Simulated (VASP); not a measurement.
TiB2: single point with PBEsol

Crystal: TiB2.

```xyz
3
Lattice="3.1201 0.0000 0.0000 -1.5600 2.7021 0.0000 0.0000 0.0000 3.2284" Properties=species:S:1:pos:R:3 pbc="T T T"
Ti    0.0000    0.0000    0.0000
B     0.0000    1.8014    1.6142
B     1.5600    0.9007    1.6142
```

This cell differs from its parent crystal: equal xx and yy strain of +3 %.

```yaml
Program: VASP 6.6.1
Task: single point
Functional: PBEsol
Potentials_or_basis: VASP PAW PBE potentials, release 64 (Ti_sv, B)
Cutoff: 520 eV
k_mesh: 15 × 15 × 13
Occupations: fermi-dirac, width 0.08 eV
Spin: no spin polarisation
```

```json
{
 "Pressure": "-18.7 GPa",
 "Band gap on the k mesh": "zero (bands 9 and 10 overlap by 0.74 eV)"
}
```

Stress tensor (GPa, compression positive):
```
-22.40   0.00   0.00
  0.00 -22.40   0.00
  0.00   0.00 -11.43
```

Levels at points of the mesh, in eV from the Fermi level:
```csv
k point,band 7,band 8,band 9,band 10,band 11,band 12
"(0.00, 0.00, 0.00)",-2.64,-1.94,-1.92,1.76,1.76,3.59
```

Run time: 99 s on 1 thread of Intel Xeon 8259CL, on a shared host, peak memory 0.2 GiB.

Caveat: the cell differs from its parent crystal (equal xx and yy strain of +3 %); the cell stands under tension; the PAW data sets were made with another functional, which shifts forces and pressure a little.
